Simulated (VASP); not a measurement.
Ag: single point with PBE

Crystal: Ag.

```xyz
4
Lattice="2.8487 0.0000 0.0000 -1.4244 2.4671 0.0000 0.0000 0.0000 9.7070" Properties=species:S:1:pos:R:3 pbc="T T T"
Ag    0.0000    1.6447    2.4267
Ag    1.4244    0.8224    7.2802
Ag    0.0000    0.0000    0.0000
Ag    0.0000    0.0000    4.8535
```

This cell differs from its parent crystal: strain -0.030 along x and y, +0.015 along z.

```
Program             : VASP 6.6.1
Task                : single point
Functional          : PBE
Potentials or basis : VASP PAW PBE potentials, release 64 (Ag)
Cutoff              : 520 eV
k mesh              : 18 × 18 × 6
Occupations         : gaussian, width 0.15 eV
Spin                : no spin polarisation
```

- Pressure: 4.9 GPa
- Band gap on the k mesh: zero (bands 22 and 23 overlap by 6.86 eV)

Stress tensor (GPa, compression positive):
```
6.53 0.00 0.00
0.00 6.53 0.00
0.00 0.00 1.75
```

Levels at points of the mesh, in eV from the Fermi level:
```tsv
k point	band 20	band 21	band 22	band 23	band 24	band 25
(0.00, 0.00, 0.00)	-3.41	-3.41	-3.05	-3.05	-0.69	3.05
(0.50, 0.00, 0.00)	-2.76	-0.08	0.79	1.16	1.70	4.47
(0.00, 0.00, 0.50)	-3.19	-3.19	-3.19	-2.66	-2.66	5.80
(0.50, 0.00, 0.50)	-2.77	0.35	0.35	1.52	1.52	4.80
```

Run time: 4.1 min on 1 thread of AMD EPYC 7R13 Processor (Zen 3) (shared host), peak memory 0.32 GiB.

Caveat: the cell differs from its parent crystal (strain -0.030 along x and y, +0.015 along z); the cell stands under pressure.
